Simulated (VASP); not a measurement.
Here is a VASP 6.6.1 calculation.

The input INCAR:

```
PREC = Accurate
ENCUT = 520
EDIFF = 1E-6
ISMEAR = -1
SIGMA = 0.02
LREAL = False
LASPH = True
NELM = 60
ALGO = Normal
ISIF = 2
LWAVE = False
LCHARG = True
GGA = PE
LELF = True
LVHAR = True
NBANDS = 14
```

KPOINTS

```
regular mesh
0
Gamma
  6 6 6
```

Contents of POSCAR:

```
NaI
1.0
    0.0000000000      3.5431916810      3.5431916810
    3.6370862606      0.0000000000      3.5431916810
    3.6370862606      3.5431916810      0.0000000000
Na I
1 1
Direct
    0.0000000000      0.0000000000      0.0000000000
    0.2500000000      0.2500000000      0.2500000000
```

Potentials or basis: VASP PAW PBE potentials, release 64 (Na_pv, I).

Command:

```bash
$ cat potpaw_PBE.64/Na_pv/POTCAR potpaw_PBE.64/I/POTCAR > POTCAR
$ mpirun -np 1 vasp_std > vasp.out
```

Question: Predict the pressure.

Answer: 0.1 GPa.

Question: Estimate the band gap on the k mesh.

Answer: 3.77 eV, direct.

Caveat: the cell differs from its parent crystal (uniaxial x strain +2.6%); spin-orbit coupling is left out, which moves the levels of the heavy elements.
